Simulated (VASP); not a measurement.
# Cd (P6_3/mmc) in VASP: notebook

Cd is run at these levels: PBE; tasks: single point, relaxation of cell and atoms.

All numbers are computed with VASP 6.6.1; they aren't measurements. Logs are shortened: lines on timing, memory, paths and dates and some standing lists are left out, and cuts for length are marked.

## Step 1: The cell of the first run

The structure is hexagonal, space group P6_3/mmc (No. 194). Conventional cell: a = 3.236 Å, b = 3.236 Å, c = 10.077 Å, α = 90.00°, β = 90.00°, γ = 120.00°. Within 4.1 Å of Cd (site symmetry -3m) lie 12 Cd at 3.14 to 3.24 Å. Cd (site symmetry -6m2) has 12 Cd at 3.14 to 3.24 Å within 4.1 Å.

## Step 2: Single point, PBE

Contents of INCAR:

```
SYSTEM = Cd
ALGO = Normal
EDIFF = 1E-7
ENCUT = 520
GGA = PE
ISIF = 2
ISMEAR = 0
LASPH = .TRUE.
LCHARG = .FALSE.
LREAL = .FALSE.
LWAVE = .FALSE.
NBANDS = 32
NELM = 60
PREC = Accurate
SIGMA = 0.1
```

Contents of KPOINTS:

```
k-points
0
G
  6 6 2
  0 0 0
```

Contents of POSCAR:

```
Cd
1.0
    3.2357216643      0.0000000000      0.0000000000
   -1.6178608321      2.8022171609      0.0000000000
    0.0000000000      0.0000000000     10.0771630109
Cd
4
Direct
    0.0000000000      0.0000000000      0.0000000000
    0.0000000000      0.0000000000      0.5000000000
    0.3333333333      0.6666666667      0.2500000000
    0.6666666667      0.3333333333      0.7500000000
```

Potentials or basis: VASP PAW PBE potentials, release 64 (Cd).

On the command line:

```
> cat potpaw_PBE.64/Cd/POTCAR > POTCAR
> mpirun -np 1 vasp_std > vasp.out
```

OUTCAR:

```text
SYSTEM = Cd
   EDIFF = 1E-7
   ENCUT = 520
   GGA = PE
   ISIF = 2
   ISMEAR = 0
   LASPH = .TRUE.
   LREAL = .FALSE.
   NELM = 60
   PREC = Accurate

 ion  position               nearest neighbor table
   1  0.000  0.000  0.000-   3 3.14   4 3.14   4 3.14   3 3.14   4 3.14   3 3.14
   2  0.000  0.000  0.500-   3 3.14   4 3.14   4 3.14   3 3.14   4 3.14   3 3.14
   3  0.333  0.667  0.250-   1 3.14   2 3.14   1 3.14   2 3.14   1 3.14   2 3.14
   4  0.667  0.333  0.750-   1 3.14   2 3.14   1 3.14   2 3.14   1 3.14   2 3.14

  LATTYP: Found a hexagonal cell.
 ALAT       =     3.2357216643
 C/A-ratio  =     3.1143479126

  Lattice vectors:

 A1 = (   3.2357216643,   0.0000000000,   0.0000000000)
 A2 = (  -1.6178608321,   2.8022171609,   0.0000000000)
 A3 = (   0.0000000000,   0.0000000000,  10.0771630109)

Analysis of symmetry for initial positions (statically):
=====================================================================
 Subroutine PRICEL returns:
 Original cell was already a primitive cell.

 Routine SETGRP: Setting up the symmetry group for a
 hexagonal supercell.

 Subroutine GETGRP returns: Found 24 space group operations
 (whereof 12 operations were pure point group operations)
 out of a pool of 24 trial point group operations.

The static configuration has the point symmetry D_3d.
 The point group associated with its full space group is D_6h.

Analysis of symmetry for dynamics (positions and initial velocities):
=====================================================================
 Subroutine PRICEL returns:
 Original cell was already a primitive cell.

 Routine SETGRP: Setting up the symmetry group for a
 hexagonal supercell.

 Subroutine GETGRP returns: Found 24 space group operations
 (whereof 12 operations were pure point group operations)
 out of a pool of 24 trial point group operations.

The dynamic configuration has the point symmetry D_3d.
 The point group associated with its full space group is D_6h.

 Subroutine INISYM returns: Found 24 space group operations
 (whereof 12 operations are pure point group operations),
 and found     1 'primitive' translations

----------------------------------------------------------------------------------------

                                     Primitive cell

  volume of cell :      91.3716

  direct lattice vectors                    reciprocal lattice vectors
     3.235721664  0.000000000  0.000000000     0.309050068  0.178430140  0.000000000
    -1.617860832  2.802217161  0.000000000     0.000000000  0.356860280  0.000000000
     0.000000000  0.000000000 10.077163011     0.000000000  0.000000000  0.099234278

  length of vectors
     3.235721664  3.235721664 10.077163011     0.356860280  0.356860280  0.099234278

  position of ions in fractional coordinates (direct lattice)
     0.000000000  0.000000000  0.000000000
     0.000000000  0.000000000  0.500000000
     0.333333333  0.666666667  0.250000000
     0.666666667  0.333333333  0.750000000

  ion indices of the primitive-cell ions
   primitive index   ion index
                 1           1
                 2           2
                 3           3
                 4           4

----------------------------------------------------------------------------------------

 KPOINTS: k-points

Automatic generation of k-mesh.
 Grid dimensions read from file:
 generate k-points for:    6    6    2

 Generating k-lattice:

  Cartesian coordinates                     Fractional coordinates (reciprocal lattice)
     0.051508345  0.029738357  0.000000000     0.166666667  0.000000000  0.000000000
     0.000000000  0.059476713  0.000000000     0.000000000  0.166666667  0.000000000
     0.000000000  0.000000000  0.049617139     0.000000000  0.000000000  0.500000000

  Length of vectors
     0.059476713  0.059476713  0.049617139

  Shift w.r.t. Gamma in fractional coordinates (k-lattice)
     0.000000000  0.000000000  0.000000000

 Subroutine IBZKPT returns following result:
 ===========================================

 Found     14 irreducible k-points:

 Following reciprocal coordinates:
            Coordinates               Weight
  0.000000  0.000000  0.000000      1.000000
  0.166667 -0.000000  0.000000      6.000000
  0.333333 -0.000000  0.000000      6.000000
  0.500000  0.000000  0.000000      3.000000
  0.166667  0.166667  0.000000      6.000000
  0.333333  0.166667  0.000000     12.000000
  0.333333  0.333333  0.000000      2.000000
  0.000000  0.000000  0.500000      1.000000
  0.166667 -0.000000  0.500000      6.000000
  0.333333 -0.000000  0.500000      6.000000
  0.500000  0.000000  0.500000      3.000000
  0.166667  0.166667  0.500000      6.000000
  0.333333  0.166667  0.500000     12.000000
  0.333333  0.333333  0.500000      2.000000
   k-points           NKPTS =     14   k-points in BZ     NKDIM =     14   number of bands    NBANDS=     32
   number of dos      NEDOS =    301   number of ions     NIONS =      4
   total plane-waves  NPLWV =  46080
   dimension x,y,z NGX =    24 NGY =   24 NGZ =   80
   dimension x,y,z NGXF=    48 NGYF=   48 NGZF=  160
   ions per type =               4
   NGX,Y,Z   is equivalent  to a cutoff of  12.33, 12.33, 13.20 a.u.
   NGXF,Y,Z  is equivalent  to a cutoff of  24.66, 24.66, 26.40 a.u.
 SYSTEM =  Cd
   PREC   = accura    normal or accurate (medium, high low for compatibility)
   ISTART =      0    job   : 0-new  1-cont  2-samecut
   ICHARG =      2    charge: 1-file 2-atom 10-const
   ISPIN  =      1    spin polarized calculation?
   LNONCOLLINEAR =      F non collinear calculations
   LSORBIT =      F    spin-orbit coupling
   LASPH  =      T    aspherical Exc in radial PAW
   ENCUT  =  520.0 eV  38.22 Ry    6.18 a.u.   6.02  6.02 18.74*2*pi/ulx,y,z
   NELM   =     60;   NELMIN=  2; NELMDL= -5     # of ELM steps
   EDIFF  = 0.1E-06   stopping-criterion for ELM
   LREAL  =      F    real-space projection
   EDIFFG = 0.1E-05   stopping-criterion for IOM
   NSW    =      0    number of steps for IOM
   IBRION =     -1    ionic relax: 0-MD 1-quasi-New 2-CG
   NFREE  =      0    steps in history (QN), initial steepest desc. (CG)
   ISIF   =      2    stress and relaxation
   ISYM   =      2    0-nonsym 1-usesym 2-fastsym
   POTIM  = 0.5000    time-step for ionic-motion
   TEBEG  =    0.0;   TEEND  =   0.0 temperature during run
   PSTRESS=    0.0 pullay stress
   NELECT =      48.0000    total number of electrons
   NUPDOWN=      -1.0000    fix difference up-down
   EMIN   =  10.00;   EMAX   =-10.00  energy-range for DOS
   EFERMI =   0.00;   METHOD = LEGACY
   ISMEAR =     0;   SIGMA  =   0.10  broadening in eV -4-tet -1-fermi 0-gaus
   EFERMI_NEDOS =   21; number of points for ismear=-14 and -15
   IALGO  =     38    algorithm
   IMIX   =      4    mixing-type and parameters
     AMIX     =   0.40;   BMIX     =  1.00
     AMIX_MAG =   1.60;   BMIX_MAG =  1.00
  volume/ion in A,a.u.               =      22.84       154.15
  Fermi-wavevector in a.u.,A,eV,Ry     =   1.320945  2.496225 23.740758  1.744896
  Thomas-Fermi vector in A             =   2.450735
   LORBIT       =      0    0 simple, 1 ext, 2 COOP (PROOUT), +10 PAW based schemes
   GGA     = PE    functional components
   LHFCALC =     F    Hartree Fock is set to
   AEXX    =    0.0000 exact exchange contribution
   IVDW    =     0    specifies the selected vdW correction
   LEPSILON=     F    determine dielectric tensor
   LRPA    =     F    only Hartree local field effects (RPA)
 non-spin polarized calculation
 Gauss-broadening in eV      SIGMA  =   0.10
  energy-cutoff  :      520.00
  volume of cell :       91.37
 maximum number of plane-waves:      2490
   NGX = 13   NGY = 13   NGZ = 37

 number of electron      48.0000021 magnetization

 Free energy of the ion-electron system (eV)
  ---------------------------------------------------
  ext. energy  EPLUGINS =         0.00000000
  ---------------------------------------------------
  free energy    TOTEN  =        -2.77153894 eV

  energy without entropy =       -2.76723949  energy(sigma->0) =       -2.76938921

 E-fermi :   2.4184     XC(G=0): -10.7470

 val. band max:        2.2601027691   @ k =   0.3333   0.1667   0.0000
 cond. band min:       2.4514798808   @ k =   0.3333   0.3333   0.5000
 fundamental gap:      0.1913771116
 Fermi energy:         2.4183734306

 k-point     1 :       0.0000    0.0000    0.0000
  band No.  band energies     occupation
      1      -6.9367      2.00000
      2      -6.6643      2.00000
      3      -6.6538      2.00000
      4      -6.5457      2.00000
      5      -6.5457      2.00000
      6      -6.5260      2.00000
[... 24 lines left out ...]
     31      14.9557      0.00000
     32      15.0234      0.00000

 k-point     2 :       0.1667   -0.0000    0.0000
  band No.  band energies     occupation
      1      -6.8352      2.00000
      2      -6.6792      2.00000
      3      -6.6401      2.00000
      4      -6.5666      2.00000
      5      -6.5575      2.00000
      6      -6.5170      2.00000
[... 24 lines left out ...]
     31      11.6005      0.00000
     32      13.4430      0.00000

 k-point     3 :       0.3333   -0.0000    0.0000
  band No.  band energies     occupation
      1      -6.9610      2.00000
      2      -6.8731      2.00000
      3      -6.8636      2.00000
      4      -6.7508      2.00000
      5      -6.6972      2.00000
      6      -6.5289      2.00000
[... 24 lines left out ...]
     31      10.3814      0.00000
     32      11.5242      0.00000

 k-point     4 :       0.5000    0.0000    0.0000
  band No.  band energies     occupation
      1      -7.0598      2.00000
      2      -7.0246      2.00000
      3      -6.9740      2.00000
      4      -6.7954      2.00000
      5      -6.7921      2.00000
      6      -6.5818      2.00000
[... 304 lines left out ...]
     31      10.5687      0.00000
     32      10.5687      0.00000

 k-point    13 :       0.3333    0.1667    0.5000
  band No.  band energies     occupation
      1      -6.8814      2.00000
      2      -6.8814      2.00000
      3      -6.7654      2.00000
      4      -6.7654      2.00000
      5      -6.7222      2.00000
      6      -6.7222      2.00000
[... 24 lines left out ...]
     31       8.8147      0.00000
     32       8.8147      0.00000

 k-point    14 :       0.3333    0.3333    0.5000
  band No.  band energies     occupation
      1      -6.8794      2.00000
      2      -6.8794      2.00000
      3      -6.7041      2.00000
      4      -6.7041      2.00000
      5      -6.5230      2.00000
      6      -6.5230      2.00000
[... 24 lines left out ...]
     31       6.0304      0.00000
     32       6.0304      0.00000

------------------------ aborting loop because EDIFF is reached ----------------------------------------

  FORCE on cell =-STRESS in cart. coord.  units (eV):
  Direction    XX          YY          ZZ          XY          YZ          ZX
  --------------------------------------------------------------------------------------
  -------------------------------------------------------------------------------------
  Total        0.2633295      0.2633295      0.1079367      0.0000000     -0.0000000      0.0000000
  in kB        4.6174138      4.6174138      1.8926422      0.0000000     -0.0000000      0.0000000
  external PRESSURE =       3.7091566 kB  Pullay stress =       0.0000000 kB

 VOLUME and BASIS-vectors are now :
 -----------------------------------------------------------------------------
  energy-cutoff  :      520.00
  volume of cell :       91.37
      direct lattice vectors                 reciprocal lattice vectors
     3.235721664  0.000000000  0.000000000     0.309050068  0.178430140  0.000000000
    -1.617860832  2.802217161  0.000000000     0.000000000  0.356860280  0.000000000
     0.000000000  0.000000000 10.077163011     0.000000000  0.000000000  0.099234278

 POSITION                                       TOTAL-FORCE (eV/Angst)
 -----------------------------------------------------------------------------------
      0.00000      0.00000      0.00000         0.000000      0.000000      0.000000
      0.00000      0.00000      5.03858         0.000000      0.000000      0.000000
     -0.00000      1.86814      2.51929         0.000000     -0.000000      0.000000
      1.61786      0.93407      7.55787        -0.000000      0.000000     -0.000000
 -----------------------------------------------------------------------------------
    total drift:                               -0.000000      0.000000     -0.000000

  FREE ENERGIE OF THE ION-ELECTRON SYSTEM (eV)
  ---------------------------------------------------
  free  energy   TOTEN  =        -2.7715389366 eV

  energy  without entropy=       -2.7672394893  energy(sigma->0) =       -2.76938921
```

Run time: 29 s. Hardware: 1 thread of Intel Xeon Platinum 8259CL at 2.50GHz (Skylake/Cascade Lake), shared host; peak memory 0.2 GiB.

Results:

```yaml
Free_energy: -2.7715 eV
Pressure: 0.4 GPa
Band_gap_on_the_k_mesh: zero (bands 24 and 25 overlap by 1.72 eV)
```

Levels at points of the mesh, in eV from the Fermi level:
```
           k point  band 20  band 21  band 22  band 23  band 24  band 25  band 26  band 27  band 28  band 29
(0.00, 0.00, 0.00)    -8.17    -8.17    -6.60    -6.59    -1.80    -0.72     7.05     7.05    11.51    11.51
(0.50, 0.00, 0.00)    -8.10    -2.58    -2.58    -1.49    -1.32    -0.59    -0.31     3.48     3.88     3.93
(0.00, 0.00, 0.50)    -8.25    -7.94    -7.94    -4.37    -4.37     2.60     2.60    11.84    11.84    11.84
(0.50, 0.00, 0.50)    -8.15    -2.28    -2.28    -2.13    -2.13     0.76     0.76     1.71     1.71     6.82
```

Caveat: the k points lie up to 0.37 Å⁻¹ apart, too coarse for converged energies and pressures of a metal.

## Step 3: Relaxation of cell and atoms, PBE

This run uses another cell than the first one, of 17.61 Å³/atom.

Contents of INCAR:

```
PREC     = Accurate       # precision mode
ENCUT    = 600            # plane-wave cutoff, eV
EDIFF    = 1E-6           # SCF threshold, eV
ISMEAR   = 0              # smearing method
SIGMA    = 0.1            # smearing width, eV
LREAL    = False          # projectors in reciprocal space
LASPH    = True           # aspherical terms in the spheres
NELM     = 100            # most SCF steps
ALGO     = Normal         # electronic algorithm
ISIF     = 3              # what is computed and relaxed
LWAVE    = False          # write WAVECAR
LCHARG   = False          # write CHGCAR
GGA      = PE             # functional
IBRION   = 2              # ionic algorithm
NSW      = 80             # ionic steps
EDIFFG   = -0.05          # ionic threshold
```

Contents of KPOINTS:

```
Automatic mesh
0
Gamma
  6 6 2
```

Contents of POSCAR:

```
Cd
1.0
    2.9204515999      0.0000000000      0.0000000000
   -1.4602257999      2.5291852760      0.0000000000
    0.0000000000      0.0000000000      9.5374803883
Cd
4
Direct
    0.0000000000      0.0000000000      0.0000000000
    0.0000000000      0.0000000000      0.5000000000
    0.3333333333      0.6666666667      0.2500000000
    0.6666666667      0.3333333333      0.7500000000
```

Potentials or basis: VASP PAW PBE potentials, release 64 (Cd).

On the command line:

```
> cat potpaw_PBE.64/Cd/POTCAR > POTCAR
> mpirun -np 1 vasp_std > vasp.out
```

Run time: 2.1 min. Hardware: 1 thread of Intel Xeon Platinum 8259CL at 2.50GHz (Skylake/Cascade Lake), shared host; peak memory 0.21 GiB.

It converged, with:

```yaml
Free_energy: -2.9404 eV
Relaxed_volume: 23.49 Å³/atom
Relaxed_cell: a = 3.026 Å, b = 3.026 Å, c = 11.849 Å, α = 90.00°, β = 90.00°, γ = 120.00°
Space_group_after_relaxing_to_0.1_Å: P6_3/mmc (No. 194)
Energy_gained_by_relaxing: 342.9 meV/atom
Ionic_steps: 8
Pressure_after_relaxing: -0.1 GPa
Band_gap_on_the_k_mesh: zero (bands 24 and 25 overlap by 3.97 eV)
```

Stress tensor (GPa, compression positive):
```
 0.01  0.00  0.00
 0.00  0.01  0.00
 0.00  0.00 -0.29
```

Step by step:
```csv
step,energy change (eV),largest force (eV/Å),pressure (GPa),volume (Å³)
1,0.0000,0.0000,23.48,70.45
2,-1.1349,0.0000,-2.14,100.17
3,-1.1864,0.0000,0.50,91.82
4,-1.1881,0.0000,-0.06,93.21
5,-1.1880,0.0000,0.11,92.71
6,-1.2083,0.0000,0.03,92.93
7,-1.3194,0.0000,-0.17,93.46
8,-1.3715,0.0000,-0.09,93.96
```

Final structure:
```
CELL_PARAMETERS angstrom
3.02596 0.00000 0.00000
-1.51298 2.62056 0.00000
0.00000 0.00000 11.84869
ATOMIC_POSITIONS crystal
Cd 0.00000 0.00000 0.00000
Cd 0.00000 0.00000 0.50000
Cd 0.33333 0.66667 0.25000
Cd 0.66667 0.33333 0.75000
```

Levels at points of the mesh, in eV from the Fermi level:
```
           k point  band 22  band 23  band 24  band 25  band 26  band 27
(0.00, 0.00, 0.00)    -7.33    -7.32    -3.80    -3.12     2.60     2.61
(0.50, 0.00, 0.00)    -2.12    -1.59    -1.49    -0.46    -0.42     1.53
(0.00, 0.00, 0.50)    -8.31    -5.71    -5.71    -0.65    -0.65     6.19
(0.50, 0.00, 0.50)    -2.15    -1.77    -1.77     0.13     0.13     0.91
```

Caveat: the k points lie up to 0.40 Å⁻¹ apart in the final cell, too coarse for converged energies and pressures of a metal; the volume moved by over 15 % at a fixed basis, so the end points are rough.

The gap in the log of VASP goes by the Fermi energy; the results here count the filled bands.